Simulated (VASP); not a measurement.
Set up this calculation in VASP 6.6.1, as the native input.

```
Task                   : single point
Functional             : PBE
Potentials or basis    : VASP PAW PBE potentials, release 64 (Si)
Cutoff                 : 520 eV
k mesh                 : 6 × 6 × 6
Occupations            : gaussian, width 0.01 eV
Spin                   : no spin polarisation
Dipole correction      : no
Further INCAR settings : ALGO = Normal; EDIFF = 1e-06; NBANDS = 11
```

The structure of Si lies in POSCAR:

```
Si
1.0
    0.0000000000      2.6900838199      2.6900838199
    2.6900838199      0.0000000000      2.6900838199
    2.6900838199      2.6900838199      0.0000000000
Si
2
Direct
    0.7500000000      0.7500000000      0.7500000000
    0.5000000000      0.5000000000      0.5000000000
```

The input as run:

INCAR

```
SYSTEM = Si
PREC = Accurate
ENCUT = 520
EDIFF = 1E-6
ISMEAR = 0
SIGMA = 0.01
LREAL = .False.
LASPH = .True.
NELM = 60
ALGO = Normal
ISIF = 2
LWAVE = .False.
LCHARG = .True.
GGA = PE
LELF = .True.
LVHAR = .True.
NBANDS = 11
```

KPOINTS

```
regular mesh
0
Gamma
  6 6 6
  0 0 0
```

Potentials or basis: VASP PAW PBE potentials, release 64 (Si).

Launch:

```sh
$ cat potpaw_PBE.64/Si/POTCAR > POTCAR
$ mpirun -np 1 vasp_std > vasp.out
```

It gave:

```
Pressure               : 4.9 GPa
Band gap on the k mesh : 0.65 eV, indirect (least direct gap 2.57 eV)
```

Run time: 3.2 s on 1 thread of Intel(R) Xeon(R) 6975P-C (Granite Rapids), with other jobs on the host, peak memory 0.14 GiB.
